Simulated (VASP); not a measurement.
# PbSe (P6_3/mmc) in VASP: a series of runs

PbSe is run at these levels: PBE; tasks: single point, relaxation of shape and atoms at fixed volume.

Everything below comes from runs of VASP 6.6.1. Logs are shortened: lines on timing, memory, paths and dates and some standing lists are left out, and cuts for length are marked.

## 1. The cell of the first run

The structure is hexagonal, space group P6_3/mmc (No. 194). The conventional cell has a = 4.424 Å, b = 4.424 Å, c = 7.695 Å, α = 90.00°, β = 90.00°, γ = 120.00°. Pb (site symmetry -3m) has 6 Se at 3.20 Å and 2 Pb at 3.85 Å within 4.2 Å. Se (site symmetry -6m2) has 6 Pb at 3.20 Å within 4.2 Å.

## 2. Single point, PBE (32.61 Å³/atom)

The input, INCAR:

```
SYSTEM = PbSe
  ALGO = Normal
  EDIFF = 1E-7
  ENCUT = 520
  GGA = PE
  ISIF = 2
  ISMEAR = 0
  LASPH = .True.
  LCHARG = .False.
  LREAL = .False.
  LWAVE = .False.
  NBANDS = 28
  NELM = 80
  PREC = Accurate
  SIGMA = 0.05
```

The input, KPOINTS:

```
k-points
0
Gamma
  8 8 6
  0 0 0
```

The input, POSCAR:

```
PbSe
1.0
    4.4243093454      0.0000000000      0.0000000000
   -2.2121546727      3.8315642873      0.0000000000
    0.0000000000      0.0000000000      7.6946252444
Pb Se
2 2
Direct
    0.0000000000      0.0000000000      0.0000000000
    0.0000000000      0.0000000000      0.5000000000
    0.3333333333      0.6666666667      0.2500000000
    0.6666666667      0.3333333333      0.7500000000
```

Potentials or basis: VASP PAW PBE potentials, release 64 (Pb_d, Se).

Command:

```bash
cat potpaw_PBE.64/Pb_d/POTCAR potpaw_PBE.64/Se/POTCAR > POTCAR
mpirun -np 1 vasp_std > vasp.out
```

OUTCAR:

```text
SYSTEM = PbSe
   EDIFF = 1E-7
   ENCUT = 520
   GGA = PE
   ISIF = 2
   ISMEAR = 0
   LASPH = .True.
   LREAL = .False.
   NELM = 80
   PREC = Accurate

 ion  position               nearest neighbor table
   1  0.000  0.000  0.000-   3 3.20   4 3.20   3 3.20   4 3.20   4 3.20   3 3.20   2 3.85   2 3.85

   2  0.000  0.000  0.500-   3 3.20   4 3.20   3 3.20   4 3.20   4 3.20   3 3.20   1 3.85   1 3.85

   3  0.333  0.667  0.250-   1 3.20   2 3.20   1 3.20   2 3.20   1 3.20   2 3.20
   4  0.667  0.333  0.750-   1 3.20   2 3.20   1 3.20   2 3.20   1 3.20   2 3.20

  LATTYP: Found a hexagonal cell.
 ALAT       =     4.4243093454
 C/A-ratio  =     1.7391698102

  Lattice vectors:

 A1 = (   4.4243093454,   0.0000000000,   0.0000000000)
 A2 = (  -2.2121546727,   3.8315642873,   0.0000000000)
 A3 = (   0.0000000000,   0.0000000000,   7.6946252444)

Analysis of symmetry for initial positions (statically):
=====================================================================
 Subroutine PRICEL returns:
 Original cell was already a primitive cell.

 Routine SETGRP: Setting up the symmetry group for a
 hexagonal supercell.

 Subroutine GETGRP returns: Found 24 space group operations
 (whereof 12 operations were pure point group operations)
 out of a pool of 24 trial point group operations.

The static configuration has the point symmetry D_3d.
 The point group associated with its full space group is D_6h.

Analysis of symmetry for dynamics (positions and initial velocities):
=====================================================================
 Subroutine PRICEL returns:
 Original cell was already a primitive cell.

 Routine SETGRP: Setting up the symmetry group for a
 hexagonal supercell.

 Subroutine GETGRP returns: Found 24 space group operations
 (whereof 12 operations were pure point group operations)
 out of a pool of 24 trial point group operations.

The dynamic configuration has the point symmetry D_3d.
 The point group associated with its full space group is D_6h.

 Subroutine INISYM returns: Found 24 space group operations
 (whereof 12 operations are pure point group operations),
 and found     1 'primitive' translations

----------------------------------------------------------------------------------------

                                     Primitive cell

  volume of cell :     130.4395

  direct lattice vectors                    reciprocal lattice vectors
     4.424309345  0.000000000  0.000000000     0.226023978  0.130495005  0.000000000
    -2.212154673  3.831564287  0.000000000     0.000000000  0.260990010  0.000000000
     0.000000000  0.000000000  7.694625244     0.000000000  0.000000000  0.129960845

  length of vectors
     4.424309345  4.424309345  7.694625244     0.260990010  0.260990010  0.129960845

  position of ions in fractional coordinates (direct lattice)
     0.000000000  0.000000000  0.000000000
     0.000000000  0.000000000  0.500000000
     0.333333333  0.666666667  0.250000000
     0.666666667  0.333333333  0.750000000

  ion indices of the primitive-cell ions
   primitive index   ion index
                 1           1
                 2           2
                 3           3
                 4           4

----------------------------------------------------------------------------------------

 KPOINTS: k-points

Automatic generation of k-mesh.
 Grid dimensions read from file:
 generate k-points for:    8    8    6

 Generating k-lattice:

  Cartesian coordinates                     Fractional coordinates (reciprocal lattice)
     0.028252997  0.016311876  0.000000000     0.125000000  0.000000000  0.000000000
     0.000000000  0.032623751  0.000000000     0.000000000  0.125000000  0.000000000
     0.000000000  0.000000000  0.021660141     0.000000000  0.000000000  0.166666667

  Length of vectors
     0.032623751  0.032623751  0.021660141

  Shift w.r.t. Gamma in fractional coordinates (k-lattice)
     0.000000000  0.000000000  0.000000000

 Subroutine IBZKPT returns following result:
 ===========================================

 Found     40 irreducible k-points:

 Following reciprocal coordinates:
            Coordinates               Weight
  0.000000  0.000000  0.000000      1.000000
  0.125000  0.000000  0.000000      6.000000
  0.250000  0.000000  0.000000      6.000000
  0.375000  0.000000  0.000000      6.000000
  0.500000  0.000000  0.000000      3.000000
  0.125000  0.125000  0.000000      6.000000
[... 16 lines left out ...]
  0.250000  0.000000  0.333333     12.000000
  0.375000  0.000000  0.333333     12.000000
 [... further k-points ...]
   k-points           NKPTS =     40   k-points in BZ     NKDIM =     40   number of bands    NBANDS=     28
   number of dos      NEDOS =    301   number of ions     NIONS =      4
   total plane-waves  NPLWV =  77760
   dimension x,y,z NGX =    36 NGY =   36 NGZ =   60
   dimension x,y,z NGXF=    72 NGYF=   72 NGZF=  120
   ions per type =               2   2
   NGX,Y,Z   is equivalent  to a cutoff of  13.53, 13.53, 12.96 a.u.
   NGXF,Y,Z  is equivalent  to a cutoff of  27.05, 27.05, 25.93 a.u.
 SYSTEM =  PbSe
   PREC   = accura    normal or accurate (medium, high low for compatibility)
   ISTART =      0    job   : 0-new  1-cont  2-samecut
   ICHARG =      2    charge: 1-file 2-atom 10-const
   ISPIN  =      1    spin polarized calculation?
   LNONCOLLINEAR =      F non collinear calculations
   LSORBIT =      F    spin-orbit coupling
   LASPH  =      T    aspherical Exc in radial PAW
   ENCUT  =  520.0 eV  38.22 Ry    6.18 a.u.   8.23  8.23 14.31*2*pi/ulx,y,z
   NELM   =     80;   NELMIN=  2; NELMDL= -5     # of ELM steps
   EDIFF  = 0.1E-06   stopping-criterion for ELM
   LREAL  =      F    real-space projection
   EDIFFG = 0.1E-05   stopping-criterion for IOM
   NSW    =      0    number of steps for IOM
   IBRION =     -1    ionic relax: 0-MD 1-quasi-New 2-CG
   NFREE  =      0    steps in history (QN), initial steepest desc. (CG)
   ISIF   =      2    stress and relaxation
   ISYM   =      2    0-nonsym 1-usesym 2-fastsym
   POTIM  = 0.5000    time-step for ionic-motion
   TEBEG  =    0.0;   TEEND  =   0.0 temperature during run
   PSTRESS=    0.0 pullay stress
   NELECT =      40.0000    total number of electrons
   NUPDOWN=      -1.0000    fix difference up-down
   EMIN   =  10.00;   EMAX   =-10.00  energy-range for DOS
   EFERMI =   0.00;   METHOD = LEGACY
   ISMEAR =     0;   SIGMA  =   0.05  broadening in eV -4-tet -1-fermi 0-gaus
   EFERMI_NEDOS =   21; number of points for ismear=-14 and -15
   IALGO  =     38    algorithm
   IMIX   =      4    mixing-type and parameters
     AMIX     =   0.40;   BMIX     =  1.00
     AMIX_MAG =   1.60;   BMIX_MAG =  1.00
  volume/ion in A,a.u.               =      32.61       220.06
  Fermi-wavevector in a.u.,A,eV,Ry     =   1.103973  2.086207 16.582189  1.218756
  Thomas-Fermi vector in A             =   2.240439
   LORBIT       =      0    0 simple, 1 ext, 2 COOP (PROOUT), +10 PAW based schemes
   GGA     = PE    functional components
   LHFCALC =     F    Hartree Fock is set to
   AEXX    =    0.0000 exact exchange contribution
   IVDW    =     0    specifies the selected vdW correction
   LEPSILON=     F    determine dielectric tensor
   LRPA    =     F    only Hartree local field effects (RPA)
 non-spin polarized calculation
 Gauss-broadening in eV      SIGMA  =   0.05
  energy-cutoff  :      520.00
  volume of cell :      130.44
 maximum number of plane-waves:      3532
 NGX is ok and might be reduce to    36
   NGX = 17   NGY = 17   NGZ = 29

 number of electron      39.9999997 magnetization

 Free energy of the ion-electron system (eV)
  ---------------------------------------------------
  ext. energy  EPLUGINS =         0.00000000
  ---------------------------------------------------
  free energy    TOTEN  =       -16.13115978 eV

  energy without entropy =      -16.13102020  energy(sigma->0) =      -16.13108999

 E-fermi :   3.8866     XC(G=0):  -8.9292

 val. band max:        3.8714377710   @ k =   0.0000   0.0000   0.0000
 cond. band min:       3.9009266645   @ k =   0.0000   0.0000   0.0000
 fundamental gap:      0.0294888935
 Fermi energy:         3.8865741816

 k-point     1 :       0.0000    0.0000    0.0000
  band No.  band energies     occupation
      1     -13.1810      2.00000
      2     -13.1406      2.00000
      3     -13.1406      2.00000
      4     -13.1324      2.00000
      5     -13.1324      2.00000
      6     -13.1261      2.00000
[... 20 lines left out ...]
     27       9.3468      0.00000
     28      10.7273      0.00000

 k-point     2 :       0.1250    0.0000    0.0000
  band No.  band energies     occupation
      1     -13.1792      2.00000
      2     -13.1457      2.00000
      3     -13.1371      2.00000
      4     -13.1331      2.00000
      5     -13.1295      2.00000
      6     -13.1286      2.00000
[... 20 lines left out ...]
     27       9.6933      0.00000
     28       9.8924      0.00000

 k-point     3 :       0.2500    0.0000    0.0000
  band No.  band energies     occupation
      1     -13.1757      2.00000
      2     -13.1616      2.00000
      3     -13.1353      2.00000
      4     -13.1331      2.00000
      5     -13.1327      2.00000
      6     -13.1227      2.00000
[... 20 lines left out ...]
     27       9.0862      0.00000
     28      10.8305      0.00000

 k-point     4 :       0.3750    0.0000    0.0000
  band No.  band energies     occupation
      1     -13.1819      2.00000
      2     -13.1699      2.00000
      3     -13.1381      2.00000
      4     -13.1344      2.00000
      5     -13.1333      2.00000
      6     -13.1139      2.00000
[... 578 lines left out ...]
     27      10.2978      0.00000
     28      10.9001      0.00000

 k-point    23 :       0.2500    0.0000    0.3333
  band No.  band energies     occupation
      1     -13.1546      2.00000
      2     -13.1463      2.00000
      3     -13.1391      2.00000
      4     -13.1276      2.00000
      5     -13.1256      2.00000
      6     -13.1210      2.00000
[... 20 lines left out ...]
     27       9.7065      0.00000
     28      10.6334      0.00000

 k-point    24 :       0.3750    0.0000    0.3333
  band No.  band energies     occupation
      1     -13.1668      2.00000
      2     -13.1455      2.00000
      3     -13.1439      2.00000
      4     -13.1286      2.00000
      5     -13.1235      2.00000
      6     -13.1151      2.00000
[... 20 lines left out ...]
     27       9.8066      0.00000
     28      10.6155      0.00000

 [... further k-points ...]

------------------------ aborting loop because EDIFF is reached ----------------------------------------

  FORCE on cell =-STRESS in cart. coord.  units (eV):
  Direction    XX          YY          ZZ          XY          YZ          ZX
  --------------------------------------------------------------------------------------
  -------------------------------------------------------------------------------------
  Total       -2.1251803     -2.1251803     -2.1465598      0.0000000     -0.0000000     -0.0000000
  in kB      -26.1034130    -26.1034130    -26.3660157      0.0000000     -0.0000000     -0.0000000
  external PRESSURE =     -26.1909472 kB  Pullay stress =       0.0000000 kB

 VOLUME and BASIS-vectors are now :
 -----------------------------------------------------------------------------
  energy-cutoff  :      520.00
  volume of cell :      130.44
      direct lattice vectors                 reciprocal lattice vectors
     4.424309345  0.000000000  0.000000000     0.226023978  0.130495005  0.000000000
    -2.212154673  3.831564287  0.000000000     0.000000000  0.260990010  0.000000000
     0.000000000  0.000000000  7.694625244     0.000000000  0.000000000  0.129960845

 POSITION                                       TOTAL-FORCE (eV/Angst)
 -----------------------------------------------------------------------------------
      0.00000      0.00000      0.00000        -0.000000      0.000000     -0.000000
      0.00000      0.00000      3.84731        -0.000000      0.000000     -0.000000
     -0.00000      2.55438      1.92366         0.000000      0.000000      0.000000
      2.21215      1.27719      5.77097        -0.000000     -0.000000      0.000000
 -----------------------------------------------------------------------------------
    total drift:                               -0.000000      0.000000     -0.000000

  FREE ENERGIE OF THE ION-ELECTRON SYSTEM (eV)
  ---------------------------------------------------
  free  energy   TOTEN  =       -16.1311597832 eV

  energy  without entropy=      -16.1310202007  energy(sigma->0) =      -16.13108999
```

It took 89 s on 1 thread of AMD EPYC 9R45 (Zen 5), shared host; peak memory 0.3 GiB.

What came out:

```yaml
Free_energy: -16.1312 eV
Pressure: -2.6 GPa
Band_gap_on_the_k_mesh: 0.03 eV
```

Caveat: spin-orbit coupling is left out, which moves the levels of the heavy elements.

[end of part 1 of 2]

The gap in the log of VASP goes by the Fermi energy; the results here count the filled bands.